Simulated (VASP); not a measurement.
Wanted: the native input for a VASP 6.6.1 run.

```
Task                   : single point
Functional             : PBE
Potentials or basis    : VASP PAW PBE potentials, release 64 (Ga_d, As_d, In_d)
Cutoff                 : 510 eV
k mesh                 : 4 × 4 × 4
Occupations            : fermi-dirac, width 0.02 eV
Spin                   : no spin polarisation
Dipole correction      : no
Further INCAR settings : ALGO = Normal; EDIFF = 1e-06; NBANDS = 66
```

The structure of InGa3As4 lies in POSCAR:

```
InGa3As4
1.0
    5.7792007558      0.0000000000      0.0000000000
    0.0000000000      5.7792007558      0.0000000000
    0.0000000000      0.0000000000      5.7792007558
Ga As In
3 4 1
Direct
    0.5000000000      0.0000000000      0.0000000000
    0.0000000000      0.5000000000      0.0000000000
    0.0000000000      0.0000000000      0.5000000000
    0.7595397503      0.2404602497      0.2404602497
    0.2404602497      0.7595397503      0.2404602497
    0.2404602497      0.2404602497      0.7595397503
    0.7595397503      0.7595397503      0.7595397503
    0.5000000000      0.5000000000      0.5000000000
```

The input as run:

INCAR

```
SYSTEM = InGa3As4
PREC = Accurate
ENCUT = 510
EDIFF = 1E-6
ISMEAR = -1
SIGMA = 0.02
LREAL = .False.
LASPH = .True.
NELM = 120
ALGO = Normal
ISIF = 2
LWAVE = .False.
LCHARG = .False.
GGA = PE
NBANDS = 66
GGA_COMPAT = .False.
```

KPOINTS

```
regular mesh
0
Gamma
  4 4 4
  0 0 0
```

Potentials or basis: VASP PAW PBE potentials, release 64 (Ga_d, As_d, In_d).

Command:

```bash
$ cat potpaw_PBE.64/Ga_d/POTCAR potpaw_PBE.64/As_d/POTCAR potpaw_PBE.64/In_d/POTCAR > POTCAR
$ mpirun -np 1 vasp_std > vasp.out
```

Results of the run:

- Pressure: 2.6 GPa
- Band gap on the k mesh: 0.11 eV

Caveat: semilocal functionals underestimate gaps, and a narrow one can read as zero; spin-orbit coupling is left out, which moves the levels of the heavy elements.

Wall time 91 s on 1 thread of Intel(R) Xeon(R) Platinum 8559C (Emerald Rapids), with other jobs on the host, peak memory 0.39 GiB.
